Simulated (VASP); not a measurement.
**Ni3Ge: single point with PBEsol**

Crystal: Ni3Ge.

```
Ni Ge
1.0
     3.54143    0.00000    0.00000
     0.00000    3.54143    0.00000
     0.00000    0.00000    3.54143
Ni Ge
3 1
Cartesian
  1.7707 0.0000 1.7707
  0.0000 1.7707 1.7707
  1.7707 1.7707 0.0000
  0.0000 0.0000 0.0000
```

```
Program             : VASP 6.6.1
Task                : single point
Functional          : PBEsol
Potentials or basis : VASP PAW PBE potentials, release 64 (Ni, Ge_d)
Cutoff              : 520 eV
k mesh              : 12 × 12 × 12
Occupations         : gaussian, width 0.1 eV
Spin                : no spin polarisation
```

```
Pressure               : -2.6 GPa
Band gap on the k mesh : zero (band 22 reaches 10.08 eV, above the bottom of band 23 at 9.85 eV)
```

Levels at points of the mesh, in eV from the Fermi level:
```csv
k point,band 20,band 21,band 22,band 23,band 24,band 25
"(0.00, 0.00, 0.00)",-0.57,-0.29,0.03,0.03,0.03,3.88
"(0.50, 0.00, 0.00)",-1.12,-0.53,0.03,3.59,3.59,4.60
"(0.50, 0.50, 0.00)",-1.09,-0.93,-0.92,0.63,0.63,5.66
"(0.50, 0.50, 0.50)",-1.15,-0.50,-0.20,-0.20,-0.20,0.66
```

Run time: 48 s on 1 thread of Intel(R) Xeon(R) 6975P-C (Granite Rapids), with other jobs on the host, peak memory 0.22 GiB.

Caveat: the PAW data sets were made with another functional, which shifts forces and pressure a little. Spin polarisation is off, so any magnetic state and its effect on volume and gap are missing.
